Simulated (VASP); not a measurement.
# TaN (Fm-3m) in VASP: further runs

TaN is run at these levels: BLYP, LDA; tasks: single point, relaxation of cell and atoms.

All numbers are computed with VASP 6.6.1; they aren't measurements. Logs are shortened: lines on timing, memory, paths and dates and some standing lists are left out, and cuts for length are marked.

## 1. The cell of the first run

Symmetry: Fm-3m, No. 225, cubic system. The conventional cell has a = 4.470 Å, b = 4.470 Å, c = 4.470 Å, α = 90.00°, β = 90.00°, γ = 90.00°. Ta (site symmetry m-3m) has 6 N at 2.24 Å within 3.0 Å. N (site symmetry m-3m) has 6 Ta at 2.24 Å within 3.0 Å.

## 2. Single point, BLYP

INCAR reads:

```
PREC     = Accurate       # precision mode
ENCUT    = 520            # plane-wave cutoff, eV
EDIFF    = 1E-6           # SCF threshold, eV
ISMEAR   = -1             # smearing method
SIGMA    = 0.05           # smearing width, eV
LREAL    = F              # projectors in reciprocal space
LASPH    = T              # aspherical terms in the spheres
NELM     = 80             # most SCF steps
ALGO     = Normal         # electronic algorithm
ISIF     = 2              # what is computed and relaxed
LWAVE    = F              # write WAVECAR
LCHARG   = F              # write CHGCAR
GGA      = B5             # functional
ALDAX    = 1.0          
AGGAX    = 1.0          
AGGAC    = 1.0          
ALDAC    = 0.0          
NBANDS   = 15             # bands
```

KPOINTS reads:

```
Automatic mesh
0
Gamma
  10 10 10
```

POSCAR reads:

```
TaN
1.0
    0.0000000000      2.2350010615      2.2350010615
    2.2350010615      0.0000000000      2.2350010615
    2.2350010615      2.2350010615      0.0000000000
Ta N
1 1
Direct
    0.5000000000      0.5000000000      0.5000000000
    0.0000000000      0.0000000000      0.0000000000
```

Potentials or basis: VASP PAW PBE potentials, release 64 (Ta_pv, N).

On the command line:

```console
> cat potpaw_PBE.64/Ta_pv/POTCAR potpaw_PBE.64/N/POTCAR > POTCAR
> mpirun -np 1 vasp_std > vasp.out
```

OUTCAR:

```text
PREC = Accurate
   ENCUT = 520
   EDIFF = 1E-6
   ISMEAR = -1
   LREAL = F
   LASPH = T
   NELM = 80
   ISIF = 2
   GGA = B5

 ion  position               nearest neighbor table
   1  0.500  0.500  0.500-   2 2.24   2 2.24   2 2.24   2 2.24   2 2.24   2 2.24
   2  0.000  0.000  0.000-   1 2.24   1 2.24   1 2.24   1 2.24   1 2.24   1 2.24

  LATTYP: Found a face centered cubic cell.
 ALAT       =     4.4700021230

  Lattice vectors:

 A1 = (   0.0000000000,   2.2350010615,   2.2350010615)
 A2 = (   2.2350010615,   0.0000000000,   2.2350010615)
 A3 = (   2.2350010615,   2.2350010615,   0.0000000000)

Analysis of symmetry for initial positions (statically):
=====================================================================
 Subroutine PRICEL returns:
 Original cell was already a primitive cell.

 Routine SETGRP: Setting up the symmetry group for a
 face centered cubic supercell.

 Subroutine GETGRP returns: Found 48 space group operations
 (whereof 48 operations were pure point group operations)
 out of a pool of 48 trial point group operations.

The static configuration has the point symmetry O_h .

Analysis of symmetry for dynamics (positions and initial velocities):
=====================================================================
 Subroutine PRICEL returns:
 Original cell was already a primitive cell.

 Routine SETGRP: Setting up the symmetry group for a
 face centered cubic supercell.

 Subroutine GETGRP returns: Found 48 space group operations
 (whereof 48 operations were pure point group operations)
 out of a pool of 48 trial point group operations.

The dynamic configuration has the point symmetry O_h .

 Subroutine INISYM returns: Found 48 space group operations
 (whereof 48 operations are pure point group operations),
 and found     1 'primitive' translations

----------------------------------------------------------------------------------------

                                     Primitive cell

  volume of cell :      22.3287

  direct lattice vectors                    reciprocal lattice vectors
     0.000000000  2.235001062  2.235001062    -0.223713540  0.223713540  0.223713540
     2.235001062  0.000000000  2.235001062     0.223713540 -0.223713540  0.223713540
     2.235001062  2.235001062  0.000000000     0.223713540  0.223713540 -0.223713540

  length of vectors
     3.160768813  3.160768813  3.160768813     0.387483218  0.387483218  0.387483218

  position of ions in fractional coordinates (direct lattice)
     0.500000000  0.500000000  0.500000000
     0.000000000  0.000000000  0.000000000

  ion indices of the primitive-cell ions
   primitive index   ion index
                 1           1
                 2           2

----------------------------------------------------------------------------------------

 KPOINTS: Automatic mesh

Automatic generation of k-mesh.
 Grid dimensions read from file:
 generate k-points for:   10   10   10

 Generating k-lattice:

  Cartesian coordinates                     Fractional coordinates (reciprocal lattice)
    -0.022371354  0.022371354  0.022371354     0.100000000  0.000000000  0.000000000
     0.022371354 -0.022371354  0.022371354     0.000000000  0.100000000  0.000000000
     0.022371354  0.022371354 -0.022371354     0.000000000  0.000000000  0.100000000

  Length of vectors
     0.038748322  0.038748322  0.038748322

  Shift w.r.t. Gamma in fractional coordinates (k-lattice)
     0.000000000  0.000000000  0.000000000

 Subroutine IBZKPT returns following result:
 ===========================================

 Found     47 irreducible k-points:

 Following reciprocal coordinates:
            Coordinates               Weight
  0.000000  0.000000  0.000000      1.000000
  0.100000  0.000000  0.000000      8.000000
  0.200000  0.000000  0.000000      8.000000
  0.300000  0.000000  0.000000      8.000000
  0.400000  0.000000  0.000000      8.000000
  0.500000  0.000000  0.000000      4.000000
[... 16 lines left out ...]
  0.300000  0.300000  0.000000      6.000000
  0.400000  0.300000  0.000000     24.000000
 [... further k-points ...]
   k-points           NKPTS =     47   k-points in BZ     NKDIM =     47   number of bands    NBANDS=     15
   number of dos      NEDOS =    301   number of ions     NIONS =      2
   total plane-waves  NPLWV =  13824
   dimension x,y,z NGX =    24 NGY =   24 NGZ =   24
   dimension x,y,z NGXF=    48 NGYF=   48 NGZF=   48
   ions per type =               1   1
   NGX,Y,Z   is equivalent  to a cutoff of  12.62, 12.62, 12.62 a.u.
   NGXF,Y,Z  is equivalent  to a cutoff of  25.25, 25.25, 25.25 a.u.
 SYSTEM =  unknown system
   PREC   = accura    normal or accurate (medium, high low for compatibility)
   ISTART =      0    job   : 0-new  1-cont  2-samecut
   ICHARG =      2    charge: 1-file 2-atom 10-const
   ISPIN  =      1    spin polarized calculation?
   LNONCOLLINEAR =      F non collinear calculations
   LSORBIT =      F    spin-orbit coupling
   LASPH  =      T    aspherical Exc in radial PAW
   ENCUT  =  520.0 eV  38.22 Ry    6.18 a.u.   5.88  5.88  5.88*2*pi/ulx,y,z
   NELM   =     80;   NELMIN=  2; NELMDL= -5     # of ELM steps
   EDIFF  = 0.1E-05   stopping-criterion for ELM
   LREAL  =      F    real-space projection
   EDIFFG = 0.1E-04   stopping-criterion for IOM
   NSW    =      0    number of steps for IOM
   IBRION =     -1    ionic relax: 0-MD 1-quasi-New 2-CG
   NFREE  =      0    steps in history (QN), initial steepest desc. (CG)
   ISIF   =      2    stress and relaxation
   ISYM   =      2    0-nonsym 1-usesym 2-fastsym
   POTIM  = 0.5000    time-step for ionic-motion
   TEBEG  =    0.0;   TEEND  =   0.0 temperature during run
   PSTRESS=    0.0 pullay stress
   NELECT =      16.0000    total number of electrons
   NUPDOWN=      -1.0000    fix difference up-down
   EMIN   =  10.00;   EMAX   =-10.00  energy-range for DOS
   EFERMI =   0.00;   METHOD = LEGACY
   ISMEAR =    -1;   SIGMA  =   0.05  broadening in eV -4-tet -1-fermi 0-gaus
   EFERMI_NEDOS =   21; number of points for ismear=-14 and -15
   IALGO  =     38    algorithm
   IMIX   =      4    mixing-type and parameters
     AMIX     =   0.40;   BMIX     =  1.00
     AMIX_MAG =   1.60;   BMIX_MAG =  1.00
  volume/ion in A,a.u.               =      11.16        75.34
  Fermi-wavevector in a.u.,A,eV,Ry     =   1.464964  2.768381 29.199748  2.146121
  Thomas-Fermi vector in A             =   2.580878
   LORBIT       =      0    0 simple, 1 ext, 2 COOP (PROOUT), +10 PAW based schemes
   GGA     = B5    functional components
   LHFCALC =     F    Hartree Fock is set to
   AEXX    =    0.0000 exact exchange contribution
   IVDW    =     0    specifies the selected vdW correction
   LEPSILON=     F    determine dielectric tensor
   LRPA    =     F    only Hartree local field effects (RPA)
 non-spin polarized calculation
  energy-cutoff  :      520.00
  volume of cell :       22.33
 maximum number of plane-waves:       620
   NGX = 11   NGY = 11   NGZ = 11

 number of electron      16.0000001 magnetization

 Free energy of the ion-electron system (eV)
  ---------------------------------------------------
  ext. energy  EPLUGINS =         0.00000000
  ---------------------------------------------------
  free energy    TOTEN  =       -19.85772018 eV

  energy without entropy =      -19.85073025  energy(sigma->0) =      -19.85422522

 E-fermi :   9.5221     XC(G=0): -12.4791

 val. band max:        9.4474197339   @ k =  -0.2000   0.2000   0.0000
 cond. band min:       9.5452861666   @ k =   0.0000   0.0000   0.0000
 fundamental gap:      0.0978664327
 Fermi energy:         9.5221267208

 k-point     1 :       0.0000    0.0000    0.0000
  band No.  band energies     occupation
      1     -26.2810      2.00000
      2     -26.2810      2.00000
      3     -26.2810      2.00000
      4      -8.8344      2.00000
      5       5.8149      2.00000
      6       5.8149      2.00000
      7       5.8149      2.00000
      8       7.5331      2.00000
      9       7.5331      2.00000
     10       7.5331      2.00000
     11       9.5453      0.77246
     12       9.5453      0.77243
     13      10.8802      0.00000
     14      19.3911      0.00000
     15      21.0861      0.00000

 k-point     2 :       0.1000    0.0000    0.0000
  band No.  band energies     occupation
      1     -26.3531      2.00000
      2     -26.2878      2.00000
      3     -26.2878      2.00000
      4      -8.6194      2.00000
      5       4.7817      2.00000
      6       5.1243      2.00000
      7       5.1243      2.00000
      8       7.8623      2.00000
      9       7.8623      2.00000
     10       7.9344      2.00000
     11      10.3970      0.00000
     12      10.3970      0.00000
     13      11.5631      0.00000
     14      20.0508      0.00000
     15      21.0857      0.00000

 k-point     3 :       0.2000    0.0000    0.0000
  band No.  band energies     occupation
      1     -26.5372      2.00000
      2     -26.3057      2.00000
      3     -26.3057      2.00000
      4      -8.0324      2.00000
      5       3.0492      2.00000
      6       4.0069      2.00000
      7       4.0069      2.00000
      8       8.4727      2.00000
      9       8.6131      2.00000
     10       8.6131      2.00000
     11      12.1550      0.00000
     12      12.1550      0.00000
     13      12.9868      0.00000
     14      21.0809      0.00000
     15      21.5077      0.00000
[... 343 lines left out ...]
 k-point    23 :       0.3000    0.3000    0.0000
  band No.  band energies     occupation
      1     -26.7016      2.00000
      2     -26.4376      2.00000
      3     -26.4376      2.00000
      4      -7.5495      2.00000
      5       1.7256      2.00000
      6       4.7999      2.00000
      7       4.7999      2.00000
      8       5.3175      2.00000
      9      10.6853      0.00000
     10      11.6523      0.00000
     11      11.6523      0.00000
     12      12.1874      0.00000
     13      17.3287      0.00000
     14      21.0528      0.00000
     15      22.0794      0.00000

 k-point    24 :       0.4000    0.3000    0.0000
  band No.  band energies     occupation
      1     -26.7868      2.00000
      2     -26.4840      2.00000
      3     -26.4628      2.00000
      4      -7.4173      2.00000
      5       1.9267      2.00000
      6       3.9295      2.00000
      7       4.5037      2.00000
      8       5.8966      2.00000
      9      11.4741      0.00000
     10      12.0990      0.00000
     11      12.1778      0.00000
     12      13.0710      0.00000
     13      17.3967      0.00000
     14      19.8983      0.00000
     15      21.1186      0.00000

 [... further k-points ...]

------------------------ aborting loop because EDIFF is reached ----------------------------------------

  FORCE on cell =-STRESS in cart. coord.  units (eV):
  Direction    XX          YY          ZZ          XY          YZ          ZX
  --------------------------------------------------------------------------------------
  -------------------------------------------------------------------------------------
  Total        0.2445776      0.2445776      0.2445776     -0.0000000      0.0000000      0.0000000
  in kB       17.5494689     17.5494689     17.5494689     -0.0000000      0.0000000      0.0000000
  external PRESSURE =      17.5494689 kB  Pullay stress =       0.0000000 kB

 VOLUME and BASIS-vectors are now :
 -----------------------------------------------------------------------------
  energy-cutoff  :      520.00
  volume of cell :       22.33
      direct lattice vectors                 reciprocal lattice vectors
     0.000000000  2.235001062  2.235001062    -0.223713540  0.223713540  0.223713540
     2.235001062  0.000000000  2.235001062     0.223713540 -0.223713540  0.223713540
     2.235001062  2.235001062  0.000000000     0.223713540  0.223713540 -0.223713540

 POSITION                                       TOTAL-FORCE (eV/Angst)
 -----------------------------------------------------------------------------------
      2.23500      2.23500      2.23500         0.000000      0.000000     -0.000000
      0.00000      0.00000      0.00000        -0.000000     -0.000000      0.000000
 -----------------------------------------------------------------------------------
    total drift:                                0.000000     -0.000000     -0.000000

  FREE ENERGIE OF THE ION-ELECTRON SYSTEM (eV)
  ---------------------------------------------------
  free  energy   TOTEN  =       -19.8577201826 eV

  energy  without entropy=      -19.8507302510  energy(sigma->0) =      -19.85422522
```

Run time: 23 s. Hardware: 1 thread of Intel Xeon 8259CL, shared host; peak memory 0.15 GiB.

Results:

- Free energy: -19.8577 eV
- Pressure: 1.8 GPa
- Band gap on the k mesh: zero (band 8 reaches 11.16 eV, above the bottom of band 9 at 7.53 eV)

Levels at points of the mesh, in eV from the Fermi level:
```csv
k point,band 5,band 6,band 7,band 8,band 9,band 10,band 11,band 12
"(0.00, 0.00, 0.00)",-3.71,-3.71,-3.71,-1.99,-1.99,-1.99,0.02,0.02
"(0.50, 0.00, 0.00)",-9.84,-7.23,-7.23,1.64,1.64,1.77,4.07,6.90
"(0.50, 0.50, 0.00)",-6.39,-5.04,-4.49,-4.49,1.89,3.11,3.11,4.00
```

Caveat: the PAW data sets were made with another functional, which shifts forces and pressure a little; spin-orbit coupling is left out, which moves the levels of the heavy elements.

## 3. Relaxation of cell and atoms, LDA

This run uses another cell than the first one, of 10.81 Å³/atom, 0.969 times its volume.

INCAR reads:

```
SYSTEM = TaN
PREC     = Accurate       ! precision mode
ENCUT    = 600            ! plane-wave cutoff, eV
EDIFF    = 1E-6           ! SCF threshold, eV
ISMEAR   = -1             ! smearing method
SIGMA    = 0.05           ! smearing width, eV
LREAL    = .FALSE.        ! projectors in reciprocal space
LASPH    = .TRUE.         ! aspherical terms in the spheres
NELM     = 80             ! most SCF steps
ALGO     = Normal         ! electronic algorithm
ISIF     = 3              ! what is computed and relaxed
LWAVE    = .FALSE.        ! write WAVECAR
LCHARG   = .FALSE.        ! write CHGCAR
GGA      = CA             ! functional
IBRION   = 2              ! ionic algorithm
NSW      = 60             ! ionic steps
EDIFFG   = -0.01          ! ionic threshold
```

KPOINTS reads:

```
Automatic mesh
0
G
  10 10 10
  0 0 0
```

POSCAR reads:

```
TaN
1.0
    0.0000000000      2.2113230000      2.2113230000
    2.2113230000      0.0000000000      2.2113230000
    2.2113230000      2.2113230000      0.0000000000
Ta N
1 1
Direct
    0.5000000000      0.5000000000      0.5000000000
    0.0000000000      0.0000000000      0.0000000000
```

Potentials or basis: VASP PAW LDA potentials, release 64 (Ta_pv, N).

On the command line:

```console
> cat potpaw_LDA.64/Ta_pv/POTCAR potpaw_LDA.64/N/POTCAR > POTCAR
> mpirun -np 1 vasp_std > vasp.out
```

It took 78 s on 1 thread of Intel Xeon 8259CL, shared host; peak memory 0.16 GiB.

It converged, with:

```yaml
Free_energy: -24.1659 eV
Relaxed_volume: 10.33 Å³/atom
Relaxed_cell: a = 3.080 Å, b = 3.080 Å, c = 3.080 Å, α = 60.00°, β = 60.00°, γ = 60.00°
Space_group_after_relaxing_to_0.05_Å: Fm-3m (No. 225)
Energy_gained_by_relaxing: 24.5 meV/atom
Ionic_steps: 4
Pressure_after_relaxing: -0.1 GPa
```

The path:
| step | energy change (eV) | largest force (eV/Å) | pressure (GPa) | volume (Å³) |
| --- | --- | --- | --- | --- |
| 1 | 0.0000 | 0.0000 | -15.54 | 21.63 |
| 2 | 0.2703 | 0.0000 | 52.66 | 18.51 |
| 3 | -0.0490 | 0.0000 | -0.66 | 20.69 |
| 4 | -0.0491 | 0.0000 | -0.14 | 20.66 |

Final structure:
```
CELL_PARAMETERS angstrom
0.00000 2.17796 2.17796
2.17796 0.00000 2.17796
2.17796 2.17796 0.00000
ATOMIC_POSITIONS crystal
Ta 0.50000 0.50000 0.50000
N 0.00000 0.00000 0.00000
```

Levels at points of the mesh, in eV from the Fermi level:
```tsv
k point	band 5	band 6	band 7	band 8	band 9	band 10	band 11	band 12
(0.00, 0.00, 0.00)	-3.86	-3.86	-3.86	-2.24	-2.24	-2.24	-0.02	-0.02
(0.50, 0.00, 0.00)	-10.59	-7.79	-7.79	1.94	1.94	2.06	4.03	7.79
(0.50, 0.50, 0.00)	-6.61	-5.70	-4.64	-4.64	2.12	3.66	3.66	4.91
```

Caveat: the bands computed are all filled at some k points, so no gap is given; spin-orbit coupling is left out, which moves the levels of the heavy elements.
